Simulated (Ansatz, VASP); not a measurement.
# Pb in VASP and in Ansatz

INCAR

```
PREC = Accurate
ENCUT = 500
EDIFF = 1E-6
ISMEAR = 0
SIGMA = 0.01
LREAL = F
LASPH = T
NELM = 120
ALGO = Normal
ISIF = 2
LWAVE = F
LCHARG = F
GGA = LIBXC
LIBXC1 = GGA_X_PBE
LIBXC2 = GGA_C_PBE_SOL
NBANDS = 13
GGA_COMPAT = F
```

File KPOINTS:

```
regular mesh
0
Gamma
  9 9 9
```

The input POSCAR:

```
Pb
1.0
   -1.9392470115      1.9392470115      1.9392470115
    1.9392470115     -1.9392470115      1.9392470115
    1.9392470115      1.9392470115     -1.9392470115
Pb
1
Direct
    0.0000000000      0.0000000000      0.0000000000
```

Contents of input.yaml:

```yaml
crystal:
  lattice:
    - [-1.9392470115, 1.9392470115, 1.9392470115]
    - [1.9392470115, -1.9392470115, 1.9392470115]
    - [1.9392470115, 1.9392470115, -1.9392470115]
  atoms:
    - { symbol: Pb, position: [0.0, 0.0, 0.0] }
kpoints:
  mp_grid: { grid: [9, 9, 9] }
scf:
  occupations: { method: gaussian, width: 0.01 }
hamiltonian:
  xc: { exchange: pbe, correlation: pbesol }
  pseudopotentials: { kind: all_electron, lapw: { basis_error: 0.0005 } }
output:
  forces: true
  stress: true
  eigenvalues: true
```

Change from the starting cell: volume scaled by 0.94.

Alike in both runs: task single point; functional pbe exchange, pbesol correlation; k mesh 9 × 9 × 9; occupations gaussian, width 0.01 eV; no spin polarisation.

```csv
,VASP,Ansatz
version,VASP 6.6.1,Ansatz 0.2.0
potentials or method,"VASP PAW PBE potentials, release 64 (Pb_d), cutoff 500 eV","all-electron LAPW, scalar-relativistic"
```

```tsv
	VASP	Ansatz	Ansatz less VASP
gap on the k mesh at the Fermi level (eV)	none	none	-
pressure (GPa)	4.7	4.7	+0.07
```

VASP's potentials were made for PBE, not for pbe exchange, pbesol correlation. A gap of «none» marks a metal or a gap that the smearing closes. Ansatz ran all-electron here, and VASP with PAW potentials.

Neither program's run includes spin-orbit coupling.
